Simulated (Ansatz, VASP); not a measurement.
Two plane-wave programs on BaH2Pd2

```
H Pd Ba
1.0
     4.17888    0.00000    0.00000
     0.00000    4.17888    0.00000
     0.00000    0.00000   10.12125
H Pd Ba
4 4 2
Direct
  0.00000 0.50000 0.86700
  0.50000 0.00000 0.13300
  0.00000 0.00000 0.50000
  0.50000 0.50000 0.50000
  0.00000 0.00000 0.00000
  0.50000 0.50000 0.00000
  0.00000 0.50000 0.63100
  0.50000 0.00000 0.36900
  0.00000 0.50000 0.25300
  0.50000 0.00000 0.74700
```

Alike in both runs: task single point; functional r2SCAN; k mesh 4 × 4 × 2; occupations fermi-dirac, width 0.0303 eV; no spin polarisation.

|  | VASP | Ansatz |
| --- | --- | --- |
| version | VASP 6.6.1 | Ansatz 0.2.0 |
| potentials or method | VASP PAW PBE potentials, release 64 (H, Pd_sv_GW, Ba_sv), cutoff 590 eV | PAW plane waves |
| valence electrons in the cell | 96 | 96 |

VASP gave:

| Item | Value |
| --- | --- |
| gap on the k mesh at the Fermi level (eV) | none |
| pressure (GPa) | -7.3 |
| rms of the force components (eV/Å) | 0.239 |

Question: Estimate Ansatz's values.

Answer: gap on the k mesh at the Fermi level (eV): none; pressure (GPa): -7.5; rms of the force components (eV/Å): 0.219.

VASP's potentials were made for PBE, not for r2SCAN. A gap of «none» marks a metal or a gap that the smearing closes.

The k mesh is coarse, so the values compare programs but aren't converged. Neither program's run includes spin-orbit coupling.
